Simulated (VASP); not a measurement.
# TaN (C2/m) in VASP: single point with PBEsol

Aim: the single point of TaN with PBEsol.

Everything below comes from runs of VASP 6.6.1. Logs are shortened: lines on timing, memory, paths and dates and some standing lists are left out, and cuts for length are marked.

### Step 1. The cell of the first run

It takes space group C2/m (No. 12, monoclinic). Conventional cell: a = 4.375 Å, b = 4.375 Å, c = 4.375 Å, α = 90.00°, β = 90.00°, γ = 90.00°. Within 2.8 Å of Ta (site symmetry m) lie 6 N at 2.11 to 2.32 Å and 1 Ta at 2.75 Å. Within 2.9 Å of N (site symmetry m) lie 6 Ta at 2.11 to 2.32 Å and 3 N at 2.58 to 2.85 Å.

### Step 2. Single point, PBEsol (atoms displaced along several vibrational modes)

INCAR

```
SYSTEM = TaN
PREC = Accurate ; ENCUT = 520
EDIFF = 1E-7 ; ISMEAR = 0
SIGMA = 0.15 ; LREAL = .False.
LASPH = .True. ; NELM = 60
ALGO = Normal ; ISIF = 2
LWAVE = .False. ; LCHARG = .False.
GGA = PS ; NBANDS = 24
```

KPOINTS

```
Automatic mesh
0
Gamma
  14 14 10
  0 0 0
```

POSCAR

```
TaN
1.0
    0.0000000000     -2.1874436362     -2.1874436362
    0.0000000000      2.1874436362     -2.1874436362
    4.3748872723      0.0000000000      0.0000000000
Ta N
2 2
Direct
    0.5355751853      0.4644248147     -0.0208865114
   -0.0355751853      0.0355751853      0.5208865114
    0.4609132786      0.5390867214      0.4552445611
    0.0390867214     -0.0390867214      0.0447554389
```

Potentials or basis: VASP PAW PBE potentials, release 64 (Ta_pv, N).

On the command line:

```sh
$ cat potpaw_PBE.64/Ta_pv/POTCAR potpaw_PBE.64/N/POTCAR > POTCAR
$ mpirun -np 1 vasp_std > vasp.out
```

OUTCAR:

```text
SYSTEM = TaN
   PREC = Accurate
   ENCUT = 520
   EDIFF = 1E-7
   ISMEAR = 0
   LREAL = .False.
   LASPH = .True.
   NELM = 60
   ISIF = 2
   GGA = PS

 ion  position               nearest neighbor table
   1  0.536  0.464  0.979-   3 2.11   4 2.19   4 2.21   4 2.21   4 2.22   3 2.32   2 2.75   2 2.98
                             2 2.98   2 3.02   2 3.20   2 3.24   2 3.24   2 3.44
   2  0.964  0.036  0.521-   4 2.11   3 2.19   3 2.21   3 2.21   3 2.22   4 2.32   1 2.75   1 2.98
                             1 2.98   1 3.02   1 3.20   1 3.24   1 3.24   1 3.44
   3  0.461  0.539  0.455-   1 2.11   2 2.19   2 2.21   2 2.21   2 2.22   1 2.32
   4  0.039  0.961  0.045-   2 2.11   1 2.19   1 2.21   1 2.21   1 2.22   2 2.32

  LATTYP: Found a simple tetragonal cell.
 ALAT       =     3.0935124572
 C/A-ratio  =     1.4142135623

  Lattice vectors:

 A1 = (   0.0000000000,  -2.1874436362,  -2.1874436362)
 A2 = (   0.0000000000,   2.1874436362,  -2.1874436362)
 A3 = (   4.3748872723,   0.0000000000,   0.0000000000)

Analysis of symmetry for initial positions (statically):
=====================================================================
 Subroutine PRICEL returns:
 Original cell was already a primitive cell.

 Routine SETGRP: Setting up the symmetry group for a
 simple tetragonal supercell.

 Subroutine GETGRP returns: Found  4 space group operations
 (whereof  2 operations were pure point group operations)
 out of a pool of 16 trial point group operations.

The static configuration has the point symmetry C_1h.
 The point group associated with its full space group is C_2h.

Analysis of symmetry for dynamics (positions and initial velocities):
=====================================================================
 Subroutine PRICEL returns:
 Original cell was already a primitive cell.

 Routine SETGRP: Setting up the symmetry group for a
 simple tetragonal supercell.

 Subroutine GETGRP returns: Found  4 space group operations
 (whereof  2 operations were pure point group operations)
 out of a pool of 16 trial point group operations.

The dynamic configuration has the point symmetry C_1h.
 The point group associated with its full space group is C_2h.

 Subroutine INISYM returns: Found  4 space group operations
 (whereof  2 operations are pure point group operations),
 and found     1 'primitive' translations

----------------------------------------------------------------------------------------

                                     Primitive cell

  volume of cell :      41.8669

  direct lattice vectors                    reciprocal lattice vectors
     0.000000000 -2.187443636 -2.187443636     0.000000000 -0.228577318 -0.228577318
     0.000000000  2.187443636 -2.187443636     0.000000000  0.228577318 -0.228577318
     4.374887272  0.000000000  0.000000000     0.228577318  0.000000000  0.000000000

  length of vectors
     3.093512457  3.093512457  4.374887272     0.323257143  0.323257143  0.228577318

  position of ions in fractional coordinates (direct lattice)
     0.535575185  0.464424815  0.979113489
     0.964424815  0.035575185  0.520886511
     0.460913279  0.539086721  0.455244561
     0.039086721  0.960913279  0.044755439

  ion indices of the primitive-cell ions
   primitive index   ion index
                 1           1
                 2           2
                 3           3
                 4           4

----------------------------------------------------------------------------------------

 KPOINTS: Automatic mesh

Automatic generation of k-mesh.
 Grid dimensions read from file:
 generate k-points for:   14   14   10

 Generating k-lattice:

  Cartesian coordinates                     Fractional coordinates (reciprocal lattice)
     0.000000000 -0.016326951 -0.016326951     0.071428571  0.000000000  0.000000000
     0.000000000  0.016326951 -0.016326951     0.000000000  0.071428571  0.000000000
     0.022857732  0.000000000  0.000000000     0.000000000  0.000000000  0.100000000

  Length of vectors
     0.023089796  0.023089796  0.022857732

  Shift w.r.t. Gamma in fractional coordinates (k-lattice)
     0.000000000  0.000000000  0.000000000

 Subroutine IBZKPT returns following result:
 ===========================================

 Found    534 irreducible k-points:

 Following reciprocal coordinates:
            Coordinates               Weight
  0.000000  0.000000  0.000000      1.000000
  0.071429  0.000000  0.000000      4.000000
  0.142857  0.000000  0.000000      4.000000
  0.214286  0.000000  0.000000      4.000000
  0.285714  0.000000  0.000000      4.000000
  0.357143  0.000000  0.000000      4.000000
[... 16 lines left out ...]
 -0.142857  0.142857  0.000000      2.000000
  0.214286  0.142857  0.000000      4.000000
 [... further k-points ...]
   k-points           NKPTS =    534   k-points in BZ     NKDIM =    534   number of bands    NBANDS=     24
   number of dos      NEDOS =    301   number of ions     NIONS =      4
   total plane-waves  NPLWV =  20736
   dimension x,y,z NGX =    24 NGY =   24 NGZ =   36
   dimension x,y,z NGXF=    48 NGYF=   48 NGZF=   72
   ions per type =               2   2
   NGX,Y,Z   is equivalent  to a cutoff of  12.90, 12.90, 13.68 a.u.
   NGXF,Y,Z  is equivalent  to a cutoff of  25.80, 25.80, 27.36 a.u.
 SYSTEM =  TaN
   PREC   = accura    normal or accurate (medium, high low for compatibility)
   ISTART =      0    job   : 0-new  1-cont  2-samecut
   ICHARG =      2    charge: 1-file 2-atom 10-const
   ISPIN  =      1    spin polarized calculation?
   LNONCOLLINEAR =      F non collinear calculations
   LSORBIT =      F    spin-orbit coupling
   LASPH  =      T    aspherical Exc in radial PAW
   ENCUT  =  520.0 eV  38.22 Ry    6.18 a.u.   5.75  5.75  8.13*2*pi/ulx,y,z
   NELM   =     60;   NELMIN=  2; NELMDL= -5     # of ELM steps
   EDIFF  = 0.1E-06   stopping-criterion for ELM
   LREAL  =      F    real-space projection
   EDIFFG = 0.1E-05   stopping-criterion for IOM
   NSW    =      0    number of steps for IOM
   IBRION =     -1    ionic relax: 0-MD 1-quasi-New 2-CG
   NFREE  =      0    steps in history (QN), initial steepest desc. (CG)
   ISIF   =      2    stress and relaxation
   ISYM   =      2    0-nonsym 1-usesym 2-fastsym
   POTIM  = 0.5000    time-step for ionic-motion
   TEBEG  =    0.0;   TEEND  =   0.0 temperature during run
   PSTRESS=    0.0 pullay stress
   NELECT =      32.0000    total number of electrons
   NUPDOWN=      -1.0000    fix difference up-down
   EMIN   =  10.00;   EMAX   =-10.00  energy-range for DOS
   EFERMI =   0.00;   METHOD = LEGACY
   ISMEAR =     0;   SIGMA  =   0.15  broadening in eV -4-tet -1-fermi 0-gaus
   EFERMI_NEDOS =   21; number of points for ismear=-14 and -15
   IALGO  =     38    algorithm
   IMIX   =      4    mixing-type and parameters
     AMIX     =   0.40;   BMIX     =  1.00
     AMIX_MAG =   1.60;   BMIX_MAG =  1.00
  volume/ion in A,a.u.               =      10.47        70.63
  Fermi-wavevector in a.u.,A,eV,Ry     =   1.496814  2.828569 30.483219  2.240453
  Thomas-Fermi vector in A             =   2.608783
   LORBIT       =      0    0 simple, 1 ext, 2 COOP (PROOUT), +10 PAW based schemes
   GGA     = PS    functional components
   LHFCALC =     F    Hartree Fock is set to
   AEXX    =    0.0000 exact exchange contribution
   IVDW    =     0    specifies the selected vdW correction
   LEPSILON=     F    determine dielectric tensor
   LRPA    =     F    only Hartree local field effects (RPA)
 non-spin polarized calculation
 Gauss-broadening in eV      SIGMA  =   0.15
  energy-cutoff  :      520.00
  volume of cell :       41.87
 maximum number of plane-waves:      1176
   NGX = 11   NGY = 11   NGZ = 17

 number of electron      31.9999997 magnetization

 Free energy of the ion-electron system (eV)
  ---------------------------------------------------
  ext. energy  EPLUGINS =         0.00000000
  ---------------------------------------------------
  free energy    TOTEN  =       -46.42854293 eV

  energy without entropy =      -46.41289208  energy(sigma->0) =      -46.42071750

 E-fermi :   9.0179     XC(G=0): -13.6770

 val. band max:        9.0125491012   @ k =  -0.2857   0.2857   0.3000
 cond. band min:       9.0205927924   @ k =   0.3571   0.1429   0.2000
 fundamental gap:      0.0080436912
 Fermi energy:         9.0179338299

 k-point     1 :       0.0000    0.0000    0.0000
  band No.  band energies     occupation
      1     -26.9378      2.00000
      2     -26.4874      2.00000
      3     -26.4765      2.00000
      4     -26.2036      2.00000
      5     -26.1755      2.00000
      6     -25.9716      2.00000
[... 16 lines left out ...]
     23      12.5581      0.00000
     24      13.5514      0.00000

 k-point     2 :       0.0714    0.0000    0.0000
  band No.  band energies     occupation
      1     -26.9273      2.00000
      2     -26.5062      2.00000
      3     -26.4750      2.00000
      4     -26.2220      2.00000
      5     -26.1830      2.00000
      6     -25.9805      2.00000
[... 16 lines left out ...]
     23      12.5692      0.00000
     24      13.5988      0.00000

 k-point     3 :       0.1429    0.0000    0.0000
  band No.  band energies     occupation
      1     -26.8970      2.00000
      2     -26.5685      2.00000
      3     -26.4597      2.00000
      4     -26.2897      2.00000
      5     -26.1907      2.00000
      6     -26.0034      2.00000
[... 16 lines left out ...]
     23      12.8038      0.00000
     24      13.5652      0.00000
[... 514 lines left out ...]
 k-point    23 :      -0.1429    0.1429    0.0000
  band No.  band energies     occupation
      1     -26.8574      2.00000
      2     -26.5866      2.00000
      3     -26.5095      2.00000
      4     -26.3087      2.00000
      5     -26.2517      2.00000
      6     -26.0441      2.00000
[... 16 lines left out ...]
     23      13.3062      0.00000
     24      13.8674      0.00000

 k-point    24 :       0.2143    0.1429    0.0000
  band No.  band energies     occupation
      1     -26.8200      2.00000
      2     -26.6444      2.00000
      3     -26.5028      2.00000
      4     -26.4505      2.00000
      5     -26.2418      2.00000
      6     -26.0507      2.00000
[... 16 lines left out ...]
     23      13.4720      0.00000
     24      14.5970      0.00000

 [... further k-points ...]
[... 5 lines left out ...]
  --------------------------------------------------------------------------------------
  -------------------------------------------------------------------------------------
  Total        3.3628364      0.6317440     -1.9555321     -0.3798543      0.0000000      0.0000000
  in kB      128.6902701     24.1758155    -74.8350299    -14.5364067      0.0000000      0.0000000
  external PRESSURE =      26.0103519 kB  Pullay stress =       0.0000000 kB

 VOLUME and BASIS-vectors are now :
 -----------------------------------------------------------------------------
  energy-cutoff  :      520.00
  volume of cell :       41.87
      direct lattice vectors                 reciprocal lattice vectors
     0.000000000 -2.187443636 -2.187443636     0.000000000 -0.228577318 -0.228577318
     0.000000000  2.187443636 -2.187443636     0.000000000  0.228577318 -0.228577318
     4.374887272  0.000000000  0.000000000     0.228577318  0.000000000  0.000000000

 POSITION                                       TOTAL-FORCE (eV/Angst)
 -----------------------------------------------------------------------------------
      4.28351     -0.15564     -2.18744        -0.734670      0.388421      0.000000
      2.27882     -2.03181     -2.18744         0.734670     -0.388421      0.000000
      1.99164      0.17100     -2.18744         1.273869     -0.762761      0.000000
      0.19580      2.01644     -2.18744        -1.273869      0.762761      0.000000
 -----------------------------------------------------------------------------------
    total drift:                               -0.000000      0.000000      0.000000

  FREE ENERGIE OF THE ION-ELECTRON SYSTEM (eV)
  ---------------------------------------------------
  free  energy   TOTEN  =       -46.4285429251 eV

  energy  without entropy=      -46.4128920819  energy(sigma->0) =      -46.42071750
```

Run time: 6 min. Hardware: 1 thread of Intel Xeon Platinum 8259CL at 2.50GHz (Skylake/Cascade Lake), shared host; peak memory 0.53 GiB.

Results:

| Quantity | Value |
| --- | --- |
| Free energy | -46.4285 eV |
| Pressure | 2.6 GPa |
| Largest force | 1.485 eV/Å |
| Band gap on the k mesh | zero (bands 16 and 17 overlap by 2.74 eV) |

Forces in eV/Å, atoms in the order of the input:
```
Ta  -0.735  0.388  0.000
Ta   0.735 -0.388  0.000
N    1.274 -0.763  0.000
N   -1.274  0.763  0.000
```

Stress tensor (GPa, compression positive):
```
12.87 -1.45  0.00
-1.45  2.42  0.00
 0.00  0.00 -7.48
```

Caveat: the cell differs from its parent crystal (atoms displaced along several vibrational modes); the stress differs along the axes, from -7 to 13 GPa; the PAW data sets were made with another functional, which shifts forces and pressure a little; spin-orbit coupling is left out, which moves the levels of the heavy elements.
